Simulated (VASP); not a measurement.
# NaHg2 (P6/mmm) in VASP: electric field gradients with LDA

Aim: the electric field gradients of NaHg2 with LDA.

Program: VASP 6.6.1. These are calculated values, not measurements. Logs are shortened: lines on timing, memory, paths and dates and some standing lists are left out, and cuts for length are marked.

## Step 1: The cell of the first run

The structure is hexagonal, space group P6/mmm (No. 191). Conventional cell: a = 4.956 Å, b = 4.956 Å, c = 3.092 Å, α = 90.00°, β = 90.00°, γ = 120.00°. Within 4.1 Å of Na (site symmetry 6/mmm) lie 2 Na at 3.09 Å and 12 Hg at 3.25 Å. Within 3.8 Å of Hg (site symmetry -6m2) lie 5 Hg at 2.86 to 3.09 Å and 6 Na at 3.25 Å.

## Step 2: Electric field gradients, LDA

INCAR reads:

```
SYSTEM = NaHg2
PREC = Accurate
ENCUT = 520
EDIFF = 1E-8
ISMEAR = -1
SIGMA = 0.15
LREAL = .False.
LASPH = .True.
NELM = 100
ALGO = Fast
ISIF = 2
LWAVE = .False.
LCHARG = .False.
GGA = CA
LEFG = .True.
NBANDS = 22
```

KPOINTS reads:

```
regular mesh
0
Gamma
  12 12 14
  0 0 0
```

POSCAR reads:

```
NaHg2
1.0
    4.9559994199      0.0000000000      0.0000000000
   -2.4779997099      4.2920213988      0.0000000000
    0.0000000000      0.0000000000      3.0923566612
Na Hg
1 2
Direct
    0.0000000000      0.0000000000      0.0000000000
    0.3333333333      0.6666666667      0.5000000000
    0.6666666667      0.3333333333      0.5000000000
```

Potentials or basis: VASP PAW LDA potentials, release 64 (Na_pv, Hg).

Command:

```bash
$ cat potpaw_LDA.64/Na_pv/POTCAR potpaw_LDA.64/Hg/POTCAR > POTCAR
$ mpirun -np 1 vasp_std > vasp.out
```

OUTCAR:

```text
SYSTEM = NaHg2
   PREC = Accurate
   ENCUT = 520
   EDIFF = 1E-8
   ISMEAR = -1
   LREAL = .False.
   LASPH = .True.
   NELM = 100
   ISIF = 2
   GGA = CA

 ion  position               nearest neighbor table
   1  0.000  0.000  0.000-   2 3.25   3 3.25   2 3.25   3 3.25   2 3.25   2 3.25   3 3.25   3 3.25
                             3 3.25   3 3.25   2 3.25   2 3.25
   2  0.333  0.667  0.500-   3 2.86   3 2.86   3 2.86   1 3.25   1 3.25   1 3.25   1 3.25   1 3.25
                             1 3.25
   3  0.667  0.333  0.500-   2 2.86   2 2.86   2 2.86   1 3.25   1 3.25   1 3.25   1 3.25   1 3.25
                             1 3.25

  LATTYP: Found a hexagonal cell.
 ALAT       =     4.9559994199
 C/A-ratio  =     0.6239622726

  Lattice vectors:

 A1 = (   4.9559994199,   0.0000000000,   0.0000000000)
 A2 = (  -2.4779997099,   4.2920213988,   0.0000000000)
 A3 = (   0.0000000000,   0.0000000000,   3.0923566612)

Analysis of symmetry for initial positions (statically):
=====================================================================
 Subroutine PRICEL returns:
 Original cell was already a primitive cell.

 Routine SETGRP: Setting up the symmetry group for a
 hexagonal supercell.

 Subroutine GETGRP returns: Found 24 space group operations
 (whereof 24 operations were pure point group operations)
 out of a pool of 24 trial point group operations.

The static configuration has the point symmetry D_6h.

Analysis of symmetry for dynamics (positions and initial velocities):
=====================================================================
 Subroutine PRICEL returns:
 Original cell was already a primitive cell.

 Routine SETGRP: Setting up the symmetry group for a
 hexagonal supercell.

 Subroutine GETGRP returns: Found 24 space group operations
 (whereof 24 operations were pure point group operations)
 out of a pool of 24 trial point group operations.

The dynamic configuration has the point symmetry D_6h.

 Subroutine INISYM returns: Found 24 space group operations
 (whereof 24 operations are pure point group operations),
 and found     1 'primitive' translations

----------------------------------------------------------------------------------------

                                     Primitive cell

  volume of cell :      65.7783

  direct lattice vectors                    reciprocal lattice vectors
     4.955999420  0.000000000  0.000000000     0.201775649  0.116495225  0.000000000
    -2.477999710  4.292021399  0.000000000     0.000000000  0.232990451  0.000000000
     0.000000000  0.000000000  3.092356661     0.000000000  0.000000000  0.323377964

  length of vectors
     4.955999420  4.955999420  3.092356661     0.232990451  0.232990451  0.323377964

  position of ions in fractional coordinates (direct lattice)
     0.000000000  0.000000000  0.000000000
     0.333333333  0.666666667  0.500000000
     0.666666667  0.333333333  0.500000000

  ion indices of the primitive-cell ions
   primitive index   ion index
                 1           1
                 2           2
                 3           3

----------------------------------------------------------------------------------------

 KPOINTS: regular mesh

Automatic generation of k-mesh.
 Grid dimensions read from file:
 generate k-points for:   12   12   14

 Generating k-lattice:

  Cartesian coordinates                     Fractional coordinates (reciprocal lattice)
     0.016814637  0.009707935  0.000000000     0.083333333  0.000000000  0.000000000
     0.000000000  0.019415871  0.000000000     0.000000000  0.083333333  0.000000000
     0.000000000  0.000000000  0.023098426     0.000000000  0.000000000  0.071428571

  Length of vectors
     0.019415871  0.019415871  0.023098426

  Shift w.r.t. Gamma in fractional coordinates (k-lattice)
     0.000000000  0.000000000  0.000000000

 Subroutine IBZKPT returns following result:
 ===========================================

 Found    152 irreducible k-points:

 Following reciprocal coordinates:
            Coordinates               Weight
  0.000000  0.000000  0.000000      1.000000
  0.083333  0.000000  0.000000      6.000000
  0.166667  0.000000  0.000000      6.000000
  0.250000  0.000000  0.000000      6.000000
  0.333333  0.000000  0.000000      6.000000
  0.416667  0.000000  0.000000      6.000000
[... 16 lines left out ...]
  0.250000  0.000000  0.071429     12.000000
  0.333333  0.000000  0.071429     12.000000
 [... further k-points ...]
   k-points           NKPTS =    152   k-points in BZ     NKDIM =    152   number of bands    NBANDS=     22
   number of dos      NEDOS =    301   number of ions     NIONS =      3
   total plane-waves  NPLWV =  38400
   dimension x,y,z NGX =    40 NGY =   40 NGZ =   24
   dimension x,y,z NGXF=    80 NGYF=   80 NGZF=   48
   ions per type =               1   2
   NGX,Y,Z   is equivalent  to a cutoff of  13.42, 13.42, 12.90 a.u.
   NGXF,Y,Z  is equivalent  to a cutoff of  26.84, 26.84, 25.80 a.u.
 SYSTEM =  NaHg2
   PREC   = accura    normal or accurate (medium, high low for compatibility)
   ISTART =      0    job   : 0-new  1-cont  2-samecut
   ICHARG =      2    charge: 1-file 2-atom 10-const
   ISPIN  =      1    spin polarized calculation?
   LNONCOLLINEAR =      F non collinear calculations
   LSORBIT =      F    spin-orbit coupling
   LASPH  =      T    aspherical Exc in radial PAW
   ENCUT  =  520.0 eV  38.22 Ry    6.18 a.u.   9.21  9.21  5.75*2*pi/ulx,y,z
   NELM   =    100;   NELMIN=  2; NELMDL= -5     # of ELM steps
   EDIFF  = 0.1E-07   stopping-criterion for ELM
   LREAL  =      F    real-space projection
   EDIFFG = 0.1E-06   stopping-criterion for IOM
   NSW    =      0    number of steps for IOM
   IBRION =     -1    ionic relax: 0-MD 1-quasi-New 2-CG
   NFREE  =      0    steps in history (QN), initial steepest desc. (CG)
   ISIF   =      2    stress and relaxation
   ISYM   =      2    0-nonsym 1-usesym 2-fastsym
   POTIM  = 0.5000    time-step for ionic-motion
   TEBEG  =    0.0;   TEEND  =   0.0 temperature during run
   PSTRESS=    0.0 pullay stress
   NELECT =      31.0000    total number of electrons
   NUPDOWN=      -1.0000    fix difference up-down
   EMIN   =  10.00;   EMAX   =-10.00  energy-range for DOS
   EFERMI =   0.00;   METHOD = LEGACY
   ISMEAR =    -1;   SIGMA  =   0.15  broadening in eV -4-tet -1-fermi 0-gaus
   EFERMI_NEDOS =   21; number of points for ismear=-14 and -15
   IALGO  =     68    algorithm
   IMIX   =      4    mixing-type and parameters
     AMIX     =   0.40;   BMIX     =  1.00
     AMIX_MAG =   1.60;   BMIX_MAG =  1.00
  volume/ion in A,a.u.               =      21.93       147.96
  Fermi-wavevector in a.u.,A,eV,Ry     =   1.273995  2.407502 22.083127  1.623064
  Thomas-Fermi vector in A             =   2.406788
   LORBIT       =      0    0 simple, 1 ext, 2 COOP (PROOUT), +10 PAW based schemes
   GGA     = CA    functional components
   LHFCALC =     F    Hartree Fock is set to
   AEXX    =    0.0000 exact exchange contribution
   IVDW    =     0    specifies the selected vdW correction
   LEPSILON=     F    determine dielectric tensor
   LRPA    =     F    only Hartree local field effects (RPA)
 non-spin polarized calculation
 RMM-DIIS sequential band-by-band and
  energy-cutoff  :      520.00
  volume of cell :       65.78
 maximum number of plane-waves:      1790
 NGX is ok and might be reduce to    40
   NGX = 19   NGY = 19   NGZ = 11

 number of electron      31.0000006 magnetization

 Free energy of the ion-electron system (eV)
  ---------------------------------------------------
  ext. energy  EPLUGINS =         0.00000000
  ---------------------------------------------------
  free energy    TOTEN  =        -4.29665817 eV

  energy without entropy =       -4.23206534  energy(sigma->0) =       -4.26436175

 E-fermi :   2.7098     XC(G=0): -10.5143

 val. band max:        2.6870316644   @ k =   0.0000   0.0000   0.0000
 cond. band min:       2.7355927785   @ k =   0.0000   0.0000   0.0714
 fundamental gap:      0.0485611141
 Fermi energy:         2.7097693229

 k-point     1 :       0.0000    0.0000    0.0000
  band No.  band energies     occupation
      1     -21.6477      2.00000
      2     -21.6477      2.00000
      3     -21.6309      2.00000
      4      -6.0254      2.00000
      5      -5.5650      2.00000
      6      -4.9824      2.00000
[... 574 lines left out ...]
      6      -5.2405      2.00000
[... 14 lines left out ...]
     21      11.5589      0.00000
     22      14.0955      0.00000

 [... further k-points ...]

------------------------ aborting loop because EDIFF is reached ----------------------------------------

  FORCE on cell =-STRESS in cart. coord.  units (eV):
  Direction    XX          YY          ZZ          XY          YZ          ZX
  --------------------------------------------------------------------------------------
  -------------------------------------------------------------------------------------
  Total        0.2010469      0.2010469      0.1215043      0.0000000      0.0000000     -0.0000000
  in kB        4.8969464      4.8969464      2.9595088      0.0000000      0.0000000     -0.0000000
  external PRESSURE =       4.2511338 kB  Pullay stress =       0.0000000 kB

 VOLUME and BASIS-vectors are now :
 -----------------------------------------------------------------------------
  energy-cutoff  :      520.00
  volume of cell :       65.78
      direct lattice vectors                 reciprocal lattice vectors
     4.955999420  0.000000000  0.000000000     0.201775649  0.116495225  0.000000000
    -2.477999710  4.292021399  0.000000000     0.000000000  0.232990451  0.000000000
     0.000000000  0.000000000  3.092356661     0.000000000  0.000000000  0.323377964

 POSITION                                       TOTAL-FORCE (eV/Angst)
 -----------------------------------------------------------------------------------
      0.00000      0.00000      0.00000        -0.000000      0.000000      0.000000
     -0.00000      2.86135      1.54618        -0.000000     -0.000000      0.000000
      2.47800      1.43067      1.54618         0.000000      0.000000      0.000000
 -----------------------------------------------------------------------------------
    total drift:                                0.000000     -0.000000      0.000000

  FREE ENERGIE OF THE ION-ELECTRON SYSTEM (eV)
  ---------------------------------------------------
  free  energy   TOTEN  =        -4.2966581689 eV

  energy  without entropy=       -4.2320653367  energy(sigma->0) =       -4.26436175

 Electric field gradients (V/A^2)
---------------------------------------------------------------------
 ion       V_xx      V_yy      V_zz      V_xy      V_xz      V_yz
---------------------------------------------------------------------
   1      -3.451    -3.450     6.902     0.001     0.000    -0.000
   2     -75.251   -75.250   150.501     0.000     0.000     0.000
   3     -75.251   -75.250   150.501     0.000     0.000    -0.000
---------------------------------------------------------------------

 Electric field gradients after diagonalization (V/A^2)
 (convention: |V_zz| > |V_xx| > |V_yy|)
----------------------------------------------------------------------
 ion       V_xx      V_yy      V_zz     asymmetry (V_yy - V_xx)/ V_zz
----------------------------------------------------------------------
   1      -3.452    -3.450     6.902       0.000
   2     -75.251   -75.250   150.501       0.000
   3     -75.251   -75.250   150.501       0.000
----------------------------------------------------------------------

           NMR quadrupolar parameters

 Cq : quadrupolar parameter    Cq=e*Q*V_zz/h
 eta: asymmetry parameters     (V_yy - V_xx)/ V_zz
 Q  : nuclear electric quadrupole moment in mb (millibarn)
----------------------------------------------------------------------
 ion       Cq(MHz)       eta       Q (mb)
----------------------------------------------------------------------
   1       0.017       0.000       1.000
   2       0.364       0.000       1.000
   3       0.364       0.000       1.000
----------------------------------------------------------------------
```

It took 3.6 min on 1 thread of Intel Xeon Platinum 8488C (Sapphire Rapids), shared host; peak memory 0.3 GiB.

Results:

| Property | Result |
| --- | --- |
| Free energy | -4.2967 eV |
| Pressure | 0.4 GPa |
| Band gap on the k mesh | zero (an odd number of electrons rules out a gap without spin polarisation) |
| Largest electric field gradient by atom | Na +6.9; Hg +150.5 V/Å² |

Stress tensor (GPa, compression positive):
```
0.49 0.00 0.00
0.00 0.49 0.00
0.00 0.00 0.30
```

Electric field gradients, principal values (V/Å²):
| atom | least | middle | greatest (by size) |
| --- | --- | --- | --- |
| 1 Na | -3.450 | -3.452 | 6.902 |
| 2 Hg | -75.250 | -75.251 | 150.501 |
| 3 Hg | -75.250 | -75.251 | 150.501 |

Caveat: without QUAD_EFG the Cq values of the log hold for a quadrupole moment of 1 mb, not for the nuclei; spin-orbit coupling is left out, which moves the levels of the heavy elements.

The gap in the log of VASP goes by the Fermi energy; the results here count the filled bands.